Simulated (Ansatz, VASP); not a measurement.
One calculation of Sr2AlBiO6, two programs

The input INCAR:

```
SYSTEM = Sr2AlBiO6
  ALGO = Normal
  EDIFF = 1E-6
  ENCUT = 910
  GGA = PE
  GGA_COMPAT = .FALSE.
  ISIF = 2
  ISMEAR = 0
  LASPH = .TRUE.
  LCHARG = .FALSE.
  LREAL = .FALSE.
  LWAVE = .FALSE.
  NBANDS = 48
  NELM = 120
  PREC = Accurate
  SIGMA = 0.05
```

KPOINTS

```
k-points
0
G
  6 6 6
  0 0 0
```

File POSCAR:

```
Sr2AlBiO6
1.0
    0.0000000000      4.0318060600      4.0318060600
    4.0318060600      0.0000000000      4.0318060600
    4.0318060600      4.0318060600      0.0000000000
Sr Al Bi O
2 1 1 6
Direct
    0.2500000000      0.2500000000      0.2500000000
    0.7500000000      0.7500000000      0.7500000000
    0.0000000000      0.0000000000      0.0000000000
    0.5000000000      0.5000000000      0.5000000000
    0.7613502300      0.2386497700      0.2386497700
    0.2386497700      0.7613502300      0.7613502300
    0.2386497700      0.7613502300      0.2386497700
    0.7613502300      0.2386497700      0.7613502300
    0.2386497700      0.2386497700      0.7613502300
    0.7613502300      0.7613502300      0.2386497700
```

Input for Ansatz:

```yaml
crystal:
  lattice:
    - [0.0, 4.03180606, 4.03180606]
    - [4.03180606, 0.0, 4.03180606]
    - [4.03180606, 4.03180606, 0.0]
  atoms:
    - { symbol: Sr, position: [0.25, 0.25, 0.25] }
    - { symbol: Sr, position: [0.75, 0.75, 0.75] }
    - { symbol: Al, position: [0.0, 0.0, 0.0] }
    - { symbol: Bi, position: [0.5, 0.5, 0.5] }
    - { symbol: O, position: [0.76135023, 0.23864977, 0.23864977] }
    - { symbol: O, position: [0.23864977, 0.76135023, 0.76135023] }
    - { symbol: O, position: [0.23864977, 0.76135023, 0.23864977] }
    - { symbol: O, position: [0.76135023, 0.23864977, 0.76135023] }
    - { symbol: O, position: [0.23864977, 0.23864977, 0.76135023] }
    - { symbol: O, position: [0.76135023, 0.76135023, 0.23864977] }
basis:
  ecutwfc: 420
  fft_grid_basis: typed
kpoints:
  mp_grid: { grid: [6, 6, 6] }
hamiltonian:
  xc: pbe
  pseudopotentials: { kind: paw }
scf:
  occupations: { method: gaussian, width: 0.05 }
output:
  forces: true
  stress: true
  eigenvalues: true
  bader: true
  write_density: true
  volumetric_format: npy
  elf: true
```

Alike in both runs: task single point; functional PBE; k mesh 6 × 6 × 6; occupations gaussian, width 0.05 eV; no spin polarisation.

|  | VASP | Ansatz |
| --- | --- | --- |
| version | VASP 6.6.1 | Ansatz 0.2.0 |
| potentials or method | VASP PAW PBE potentials, release 64 (Sr_sv, Al, Bi_d, O_h), cutoff 910 eV | scalar-relativistic, plane waves, PAW |
| valence electrons in the cell | 74 | 74 |

Ansatz gave:

| Quantity | Value |
| --- | --- |
| gap on the k mesh at the Fermi level (eV) | none |
| rms of the force components (eV/Å) | 0.106 |

Which values does VASP return?

gap on the k mesh at the Fermi level (eV): none; rms of the force components (eV/Å): 0.085.

Atom by atom the forces differ by 0.021 eV/Å (rms over components). A gap of «none» marks a metal or a gap that the smearing closes.

Neither program's run includes spin-orbit coupling. Noted on VASP's run: the cutoff is short for stress, so the pressure is rough.
